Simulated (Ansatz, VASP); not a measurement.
**GaN: VASP beside Ansatz**

```
Ga N
1.0
     0.00000    2.22778    2.22778
     2.22778    0.00000    2.22778
     2.22778    2.22778    0.00000
Ga N
1 1
Cartesian
  0.0000 0.0000 0.0000
  3.3417 3.3417 3.3417
```

Alike in both runs: task single point; functional PBE; k mesh 8 × 8 × 8; no spin polarisation.

|  | VASP | Ansatz |
| --- | --- | --- |
| version | VASP 6.6.1 | Ansatz 0.2.0 |
| potentials or method | VASP PAW PBE potentials, release 64 (Ga_d, N) | plane waves, PAW |
| plane-wave cutoff (eV) | 520 | 420 |
| occupations | gaussian, width 0.01 eV | fixed |
| valence electrons in the cell | 18 | 18 |

```csv
,VASP,Ansatz,Ansatz less VASP
gap on the k mesh at the Fermi level (eV),1.95,1.94,-0.011
pressure (GPa),12.2,12.2,+0.02
```
